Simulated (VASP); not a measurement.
# K (Im-3m) in VASP: further runs

K is run at these levels: HSE06, PBE; tasks: single point.

All numbers are computed with VASP 6.6.1; they aren't measurements. Logs are shortened: lines on timing, memory, paths and dates and some standing lists are left out, and cuts for length are marked.

## 1. The cell of the first run

It takes space group Im-3m (No. 229, cubic). Conventional cell: a = 5.501 Å, b = 5.501 Å, c = 5.501 Å, α = 90.00°, β = 90.00°, γ = 90.00°.

## 2. Single point, HSE06

POSCAR

```
K
1.0
   -2.7504652529      2.7504652529      2.7504652529
    2.7504652529     -2.7504652529      2.7504652529
    2.7504652529      2.7504652529     -2.7504652529
K
1
Direct
    0.0000000000      0.0000000000      0.0000000000
```

INCAR.step1

```
  ALGO = Normal
  EDIFF = 1E-5
  ENCUT = 400
  GGA = PE
  GGA_COMPAT = F
  ISIF = 2
  ISMEAR = 0
  LASPH = T
  LREAL = F
  LWAVE = T
  NBANDS = 10
  NELM = 120
  PREC = Accurate
  SIGMA = 0.05
```

INCAR.step2

```
  ALGO = Normal
  EDIFF = 1E-6
  ENCUT = 400
  GGA = PE
  GGA_COMPAT = F
  HFSCREEN = 0.2079
  ISIF = 2
  ISMEAR = 0
  ISTART = 1
  LASPH = T
  LCHARG = T
  LELF = T
  LHFCALC = T
  LREAL = F
  LVHAR = T
  LWAVE = F
  NBANDS = 10
  NELM = 120
  PREC = Accurate
  PRECFOCK = Normal
  SIGMA = 0.05
```

KPOINTS

```
k-points
0
Gamma
  5 5 5
```

Potentials or basis: VASP PAW PBE potentials, release 64 (K_sv).

Run with:

```
$ cat potpaw_PBE.64/K_sv/POTCAR > POTCAR
$ cp INCAR.step1 INCAR
$ mpirun -np 1 vasp_std > vasp.out
$ cp INCAR.step2 INCAR
$ mpirun -np 1 vasp_std > vasp.out
```

OUTCAR:

```text
EDIFF = 1E-6
   ENCUT = 400
   GGA = PE
   HFSCREEN = 0.2079
   ISIF = 2
   ISMEAR = 0
   ISTART = 1
   LASPH = T
   LHFCALC = T
   LREAL = F
   NELM = 120
   PREC = Accurate
   PRECFOCK = Normal

 ion  position               nearest neighbor table
   1  0.000  0.000  0.000-

  LATTYP: Found a body centered cubic cell.
 ALAT       =     5.5009305058

  Lattice vectors:

 A1 = (  -2.7504652529,   2.7504652529,   2.7504652529)
 A2 = (   2.7504652529,  -2.7504652529,   2.7504652529)
 A3 = (   2.7504652529,   2.7504652529,  -2.7504652529)

Analysis of symmetry for initial positions (statically):
=====================================================================
 Subroutine PRICEL returns:
 Original cell was already a primitive cell.

 Routine SETGRP: Setting up the symmetry group for a
 body centered cubic supercell.

 Subroutine GETGRP returns: Found 48 space group operations
 (whereof 48 operations were pure point group operations)
 out of a pool of 48 trial point group operations.

The static configuration has the point symmetry O_h .

Analysis of symmetry for dynamics (positions and initial velocities):
=====================================================================
 Subroutine PRICEL returns:
 Original cell was already a primitive cell.

 Routine SETGRP: Setting up the symmetry group for a
 body centered cubic supercell.

 Subroutine GETGRP returns: Found 48 space group operations
 (whereof 48 operations were pure point group operations)
 out of a pool of 48 trial point group operations.

The dynamic configuration has the point symmetry O_h .

 Subroutine INISYM returns: Found 48 space group operations
 (whereof 48 operations are pure point group operations),
 and found     1 'primitive' translations

----------------------------------------------------------------------------------------

                                     Primitive cell

  volume of cell :      83.2297

  direct lattice vectors                    reciprocal lattice vectors
    -2.750465253  2.750465253  2.750465253     0.000000000  0.181787426  0.181787426
     2.750465253 -2.750465253  2.750465253     0.181787426  0.000000000  0.181787426
     2.750465253  2.750465253 -2.750465253     0.181787426  0.181787426  0.000000000

  length of vectors
     4.763945562  4.763945562  4.763945562     0.257086244  0.257086244  0.257086244

  position of ions in fractional coordinates (direct lattice)
     0.000000000  0.000000000  0.000000000

  ion indices of the primitive-cell ions
   primitive index   ion index
                 1           1

----------------------------------------------------------------------------------------

 KPOINTS: k-points

Automatic generation of k-mesh.
 Grid dimensions read from file:
 generate k-points for:    5    5    5

 Generating k-lattice:

  Cartesian coordinates                     Fractional coordinates (reciprocal lattice)
     0.000000000  0.036357485  0.036357485     0.200000000  0.000000000  0.000000000
     0.036357485  0.000000000  0.036357485     0.000000000  0.200000000  0.000000000
     0.036357485  0.036357485  0.000000000     0.000000000  0.000000000  0.200000000

  Length of vectors
     0.051417249  0.051417249  0.051417249

  Shift w.r.t. Gamma in fractional coordinates (k-lattice)
     0.000000000  0.000000000  0.000000000

 Subroutine IBZKPT returns following result:
 ===========================================

 Found     10 irreducible k-points:

 Following reciprocal coordinates:
            Coordinates               Weight
  0.000000  0.000000  0.000000      1.000000
  0.200000  0.000000  0.000000     12.000000
  0.400000  0.000000  0.000000     12.000000
  0.200000  0.200000  0.000000     24.000000
  0.400000  0.200000  0.000000     24.000000
  0.200000  0.200000  0.200000      8.000000
 -0.200000  0.200000  0.200000      6.000000
 -0.400000  0.400000  0.200000     24.000000
 -0.400000 -0.400000  0.200000      8.000000
 -0.400000  0.400000  0.400000      6.000000
   k-points           NKPTS =     10   k-points in BZ     NKDIM =    125   number of bands    NBANDS=     10
   number of dos      NEDOS =    301   number of ions     NIONS =      1
   total plane-waves  NPLWV =  32768
   dimension x,y,z NGX =    32 NGY =   32 NGZ =   32
   dimension x,y,z NGXF=    64 NGYF=   64 NGZF=   64
   ions per type =               1
   NGX,Y,Z   is equivalent  to a cutoff of  11.17, 11.17, 11.17 a.u.
   NGXF,Y,Z  is equivalent  to a cutoff of  22.33, 22.33, 22.33 a.u.
 SYSTEM =  unknown system
   PREC   = accura    normal or accurate (medium, high low for compatibility)
   ISTART =      1    job   : 0-new  1-cont  2-samecut
   ICHARG =      0    charge: 1-file 2-atom 10-const
   ISPIN  =      1    spin polarized calculation?
   LNONCOLLINEAR =      F non collinear calculations
   LSORBIT =      F    spin-orbit coupling
   LASPH  =      T    aspherical Exc in radial PAW
   ENCUT  =  400.0 eV  29.40 Ry    5.42 a.u.   7.77  7.77  7.77*2*pi/ulx,y,z
   NELM   =    120;   NELMIN=  2; NELMDL=  0     # of ELM steps
   EDIFF  = 0.1E-05   stopping-criterion for ELM
   LREAL  =      F    real-space projection
   EDIFFG = 0.1E-04   stopping-criterion for IOM
   NSW    =      0    number of steps for IOM
   IBRION =     -1    ionic relax: 0-MD 1-quasi-New 2-CG
   NFREE  =      0    steps in history (QN), initial steepest desc. (CG)
   ISIF   =      2    stress and relaxation
   ISYM   =      3    0-nonsym 1-usesym 2-fastsym
   POTIM  = 0.5000    time-step for ionic-motion
   TEBEG  =    0.0;   TEEND  =   0.0 temperature during run
   PSTRESS=    0.0 pullay stress
   NELECT =       9.0000    total number of electrons
   NUPDOWN=      -1.0000    fix difference up-down
   EMIN   =  10.00;   EMAX   =-10.00  energy-range for DOS
   EFERMI =   0.00;   METHOD = LEGACY
   ISMEAR =     0;   SIGMA  =   0.05  broadening in eV -4-tet -1-fermi 0-gaus
   EFERMI_NEDOS =   21; number of points for ismear=-14 and -15
   IALGO  =     38    algorithm
   IMIX   =      1    mixing-type and parameters
     AMIX     =   0.40;   BMIX     =  1.00
     AMIX_MAG =   1.60;   BMIX_MAG =  1.00
  volume/ion in A,a.u.               =      83.23       561.66
  Fermi-wavevector in a.u.,A,eV,Ry     =   0.779943  1.473878  8.276574  0.608311
  Thomas-Fermi vector in A             =   1.883152
   LORBIT       =      0    0 simple, 1 ext, 2 COOP (PROOUT), +10 PAW based schemes
   GGA     = PE    functional components
   LHFCALC =     T    Hartree Fock is set to
   PRECFOCK=normal    Normal, Fast or Accurate (Low or Medium for compatibility)
   ENCUT4O =  -1.0   cutoff for four orbital integrals eV
   NKREDX  =     1    reduce k-point grid by
   NKREDY  =     1    reduce k-point grid by
   NKREDZ  =     1    reduce k-point grid by
   AEXX    =    0.2500 exact exchange contribution
   HFSCREEN=    0.2079 screening length (either q_TF or 0.3 A-1)
   HFSCREENC=   0.2079 screening length for correlation (either q_TF or 0.3 A-1)
   ENCUTFOCK=  -1.0 apply spherical cutoff to Coloumb kernel
   IVDW    =     0    specifies the selected vdW correction
   LEPSILON=     F    determine dielectric tensor
   LRPA    =     F    only Hartree local field effects (RPA)
 non-spin polarized calculation
 Gauss-broadening in eV      SIGMA  =   0.05
  energy-cutoff  :      400.00
  volume of cell :       83.23
 maximum number of plane-waves:      1523
  NGX = 24; NGY = 24; NGZ = 24

 number of electron       9.0000003 magnetization

 Free energy of the ion-electron system (eV)
  ---------------------------------------------------
  ext. energy  EPLUGINS =         0.00000000
  ---------------------------------------------------
  free energy    TOTEN  =        -1.10267679 eV

  energy without entropy =       -1.09787040  energy(sigma->0) =       -1.10027360

 E-fermi :  -0.2607     XC(G=0):  -4.6346

 val. band max:       -0.6848515193   @ k =   0.4000   0.0000   0.0000
 cond. band min:      -0.2434175173   @ k =  -0.4000   0.4000   0.2000
 fundamental gap:      0.4414340020
 Fermi energy:        -0.2606983731

 k-point     1 :       0.0000    0.0000    0.0000
  band No.  band energies     occupation
      1     -35.5974      2.00000
      2     -17.6888      2.00000
      3     -17.6888      2.00000
      4     -17.6888      2.00000
      5      -2.6654      2.00000
      6       4.4197      0.00000
      7       4.4197      0.00000
      8       4.4197      0.00000
      9       5.3059      0.00000
     10       5.3059      0.00000

 k-point     2 :       0.2000    0.0000    0.0000
  band No.  band energies     occupation
      1     -35.5966      2.00000
      2     -17.7042      2.00000
      3     -17.6939      2.00000
      4     -17.6887      2.00000
      5      -2.1351      2.00000
      6       3.3416      0.00000
      7       3.8732      0.00000
      8       4.7415      0.00000
      9       5.0688      0.00000
     10       5.1656      0.00000

 k-point     3 :       0.4000    0.0000    0.0000
  band No.  band energies     occupation
      1     -35.5954      2.00000
      2     -17.7284      2.00000
      3     -17.7020      2.00000
      4     -17.6885      2.00000
      5      -0.6849      2.00000
      6       1.3004      0.00000
      7       3.3022      0.00000
      8       4.9357      0.00000
      9       5.3208      0.00000
     10       5.5904      0.00000

 k-point     4 :       0.2000    0.2000    0.0000
  band No.  band energies     occupation
      1     -35.5956      2.00000
      2     -17.7204      2.00000
      3     -17.7005      2.00000
      4     -17.6919      2.00000
      5      -1.1428      2.00000
      6       2.3181      0.00000
      7       2.8150      0.00000
      8       4.7332      0.00000
      9       4.9694      0.00000
     10       5.8025      0.00000
[... 40 lines left out ...]
 k-point     8 :      -0.4000    0.4000    0.2000
  band No.  band energies     occupation
      1     -35.5948      2.00000
      2     -17.7247      2.00000
      3     -17.7077      2.00000
      4     -17.6998      2.00000
      5      -0.2434      0.62500
      6       1.6117      0.00000
      7       3.2276      0.00000
      8       3.4571      0.00000
      9       4.9476      0.00000
     10       5.7849      0.00000

 k-point     9 :      -0.4000   -0.4000    0.2000
  band No.  band energies     occupation
      1     -35.5943      2.00000
      2     -17.7207      2.00000
      3     -17.7207      2.00000
      4     -17.7025      2.00000
      5       1.1287      0.00000
      6       1.1287      0.00000
      7       1.8114      0.00000
      8       4.2945      0.00000
      9       4.2945      0.00000
     10       5.5338      0.00000

 k-point    10 :      -0.4000    0.4000    0.4000
  band No.  band energies     occupation
      1     -35.5938      2.00000
      2     -17.7195      2.00000
      3     -17.7169      2.00000
      4     -17.7169      2.00000
      5       0.8800      0.00000
      6       1.8532      0.00000
      7       3.1053      0.00000
      8       3.1053      0.00000
      9       3.3134      0.00000
     10       5.7643      0.00000

------------------------ aborting loop because EDIFF is reached ----------------------------------------

  FORCE on cell =-STRESS in cart. coord.  units (eV):
  Direction    XX          YY          ZZ          XY          YZ          ZX
  --------------------------------------------------------------------------------------
  -------------------------------------------------------------------------------------
  Total       -0.1441303     -0.1441303     -0.1441303      0.0000000      0.0000000      0.0000000
  in kB       -2.7745178     -2.7745178     -2.7745178      0.0000000      0.0000000      0.0000000
  external PRESSURE =      -2.7745178 kB  Pullay stress =       0.0000000 kB

 VOLUME and BASIS-vectors are now :
 -----------------------------------------------------------------------------
  energy-cutoff  :      400.00
  volume of cell :       83.23
      direct lattice vectors                 reciprocal lattice vectors
    -2.750465253  2.750465253  2.750465253     0.000000000  0.181787426  0.181787426
     2.750465253 -2.750465253  2.750465253     0.181787426  0.000000000  0.181787426
     2.750465253  2.750465253 -2.750465253     0.181787426  0.181787426  0.000000000

 POSITION                                       TOTAL-FORCE (eV/Angst)
 -----------------------------------------------------------------------------------
      0.00000      0.00000      0.00000         0.000000      0.000000     -0.000000
 -----------------------------------------------------------------------------------
    total drift:                               -0.000000      0.000000      0.000000

  FREE ENERGIE OF THE ION-ELECTRON SYSTEM (eV)
  ---------------------------------------------------
  free  energy   TOTEN  =        -1.1026767921 eV

  energy  without entropy=       -1.0978703988  energy(sigma->0) =       -1.10027360
```

Wall time 2.2 min (1 thread of Intel Xeon 6975P-C (Granite Rapids), shared host); peak memory 0.26 GiB.

Results:

- Free energy: -1.1027 eV
- Pressure: -0.3 GPa
- Band gap on the k mesh: zero (an odd number of electrons rules out a gap without spin polarisation)

Levels at points of the mesh, in eV from the Fermi level:
| k point | band 1 | band 2 | band 3 | band 4 | band 5 | band 6 | band 7 | band 8 |
| --- | --- | --- | --- | --- | --- | --- | --- | --- |
| (0.00, 0.00, 0.00) | -35.34 | -17.43 | -17.43 | -17.43 | -2.40 | 4.68 | 4.68 | 4.68 |

Caveat: the PAW data sets were made with another functional, which shifts forces and pressure a little.

## 3. Single point, PBE

This run uses another cell than the first one, of 22.76 Å³/atom.

INCAR

```
SYSTEM = K
  PREC = Accurate
  ENCUT = 520
  EDIFF = 1E-6
  ISMEAR = -1
  SIGMA = 0.05
  LREAL = .False.
  LASPH = .True.
  NELM = 80
  ALGO = Normal
  ISIF = 2
  LWAVE = .False.
  LCHARG = .False.
  GGA = PE
  NBANDS = 10
```

KPOINTS

```
regular mesh
0
Gamma
  7 7 7
  0 0 0
```

POSCAR

```
K
1.0
   -1.7853220240      1.7853220240      1.7853220240
    1.7853220240     -1.7853220240      1.7853220240
    1.7853220240      1.7853220240     -1.7853220240
K
1
Direct
    0.0000000000      0.0000000000      0.0000000000
```

Potentials or basis: VASP PAW PBE potentials, release 64 (K_sv).

Run with:

```
$ cat potpaw_PBE.64/K_sv/POTCAR > POTCAR
$ mpirun -np 1 vasp_std > vasp.out
```

Run time: 4.9 s. Hardware: 1 thread of Intel Xeon 8259CL, shared host; peak memory 0.13 GiB.

Results (log left out):

```
Free energy            : 1.1011 eV
Pressure               : 30.2 GPa
Band gap on the k mesh : zero (an odd number of electrons rules out a gap without spin polarisation)
```

Levels at points of the mesh, in eV from the Fermi level:
```tsv
k point	band 1	band 2	band 3	band 4	band 5	band 6	band 7	band 8	band 9
(0.00, 0.00, 0.00)	-32.96	-15.33	-15.33	-15.33	-3.31	4.63	4.63	4.63	6.86
```

Caveat: the cell stands under pressure.

## 4. Single point, PBE

This run uses another cell than the first one, of 27.76 Å³/atom.

INCAR

```
PREC = Accurate
ENCUT = 520
EDIFF = 1E-7
ISMEAR = -1
SIGMA = 0.05
LREAL = False
LASPH = True
NELM = 100
ALGO = Fast
ISIF = 2
LWAVE = False
LCHARG = True
GGA = PE
LELF = True
LVHAR = True
NBANDS = 10
```

KPOINTS

```
regular mesh
0
Gamma
  7 7 7
```

POSCAR

```
K
1.0
   -1.9073760322      1.9073760322      1.9073760322
    1.9073760322     -1.9073760322      1.9073760322
    1.9073760322      1.9073760322     -1.9073760322
K
1
Direct
    0.0000000000      0.0000000000      0.0000000000
```

Potentials or basis: VASP PAW PBE potentials, release 64 (K_sv).

Run with:

```
$ cat potpaw_PBE.64/K_sv/POTCAR > POTCAR
$ mpirun -np 1 vasp_std > vasp.out
```

OUTCAR:

```text
PREC = Accurate
   ENCUT = 520
   EDIFF = 1E-7
   ISMEAR = -1
   LREAL = False
   LASPH = True
   NELM = 100
   ISIF = 2
   GGA = PE

 ion  position               nearest neighbor table
   1  0.000  0.000  0.000-

  LATTYP: Found a body centered cubic cell.
 ALAT       =     3.8147520644

  Lattice vectors:

 A1 = (  -1.9073760322,   1.9073760322,   1.9073760322)
[... 433 lines left out ...]
      7      10.2339      0.00000
      8      10.2339      0.00000
      9      10.8986      0.00000
     10      12.1149      0.00000

------------------------ aborting loop because EDIFF is reached ----------------------------------------

  FORCE on cell =-STRESS in cart. coord.  units (eV):
  Direction    XX          YY          ZZ          XY          YZ          ZX
  --------------------------------------------------------------------------------------
  -------------------------------------------------------------------------------------
  Total        3.4710513      3.4710513      3.4710513     -0.0000000     -0.0000000     -0.0000000
  in kB      200.3561443    200.3561443    200.3561443     -0.0000000     -0.0000000     -0.0000000
  external PRESSURE =     200.3561443 kB  Pullay stress =       0.0000000 kB

 VOLUME and BASIS-vectors are now :
 -----------------------------------------------------------------------------
  energy-cutoff  :      520.00
  volume of cell :       27.76
      direct lattice vectors                 reciprocal lattice vectors
    -1.907376032  1.907376032  1.907376032     0.000000000  0.262140234  0.262140234
     1.907376032 -1.907376032  1.907376032     0.262140234  0.000000000  0.262140234
     1.907376032  1.907376032 -1.907376032     0.262140234  0.262140234  0.000000000

 POSITION                                       TOTAL-FORCE (eV/Angst)
 -----------------------------------------------------------------------------------
      0.00000      0.00000      0.00000         0.000000      0.000000      0.000000
 -----------------------------------------------------------------------------------
    total drift:                                0.000000     -0.000000     -0.000000

  FREE ENERGIE OF THE ION-ELECTRON SYSTEM (eV)
  ---------------------------------------------------
  free  energy   TOTEN  =         0.3258875564 eV

  energy  without entropy=        0.3368090706  energy(sigma->0) =        0.33134831
```

OSZICAR:

```text
N       E                     dE             d eps       ncg     rms          rms(c)
DAV:   1     0.569719666611E+02    0.56972E+02   -0.42970E+03   400   0.799E+02
DAV:   2     0.187913406693E+01   -0.55093E+02   -0.54144E+02   444   0.224E+02
DAV:   3     0.353463383771E+00   -0.15257E+01   -0.15196E+01   556   0.306E+01
DAV:   4     0.330124045623E+00   -0.23339E-01   -0.22864E-01   484   0.363E+00
DAV:   5     0.328940533871E+00   -0.11835E-02   -0.11833E-02   598   0.520E-01    0.630E+00
RMM:   6     0.331750196356E+00    0.28097E-02   -0.17313E-02   458   0.129E+00    0.417E+00
RMM:   7     0.324995545752E+00   -0.67547E-02   -0.32640E-02   493   0.152E+00    0.335E-01
RMM:   8     0.326003878930E+00    0.10083E-02   -0.61668E-03   468   0.957E-01    0.132E-01
RMM:   9     0.325918658933E+00   -0.85220E-04   -0.10943E-03   587   0.195E-01    0.103E-01
RMM:  10     0.325899112335E+00   -0.19547E-04   -0.12013E-04   555   0.977E-02    0.227E-02
RMM:  11     0.325892431891E+00   -0.66804E-05   -0.12424E-04   588   0.609E-02    0.276E-02
RMM:  12     0.325890017075E+00   -0.24148E-05   -0.21137E-05   663   0.287E-02    0.275E-02
RMM:  13     0.325886652655E+00   -0.33644E-05   -0.86141E-06   561   0.289E-02    0.128E-02
RMM:  14     0.325887955109E+00    0.13025E-05   -0.32899E-06   576   0.100E-02    0.203E-03
RMM:  15     0.325887372970E+00   -0.58214E-06   -0.15408E-06   549   0.656E-03    0.403E-03
RMM:  16     0.325887507043E+00    0.13407E-06   -0.84910E-07   466   0.443E-03    0.232E-03
RMM:  17     0.325887556434E+00    0.49391E-07   -0.44918E-07   442   0.320E-03
   1 F= 0.32588756E+00 E0= 0.33134831E+00  d E =-.109215E-01
```

stdout:

```text
POSCAR found type information on POSCAR K
 POSCAR found :  1 types and       1 ions
 scaLAPACK will be used
 LDA part: xc-table for (Slater+PW92), standard interpolation
 POSCAR, INCAR and KPOINTS ok, starting setup
 FFT: planning ... GRIDC
 FFT: planning ... GRID_SOFT
 FFT: planning ... GRID
 WAVECAR not read
 entering main loop
WARNING in EDDRMM: call to ZHEGV failed, returncode =   8  4      9
WARNING in EDDRMM: call to ZHEGV failed, returncode =   6  3      5
```

Run time: 13 s. Hardware: 1 thread of Intel Xeon 8259CL, shared host; peak memory 0.15 GiB.

Results:

* Free energy: 0.3259 eV
* Pressure: 20.0 GPa
* Band gap on the k mesh: zero (an odd number of electrons rules out a gap without spin polarisation)

Caveat: the cell stands under pressure.

(Part 1 of 2 ends here.)
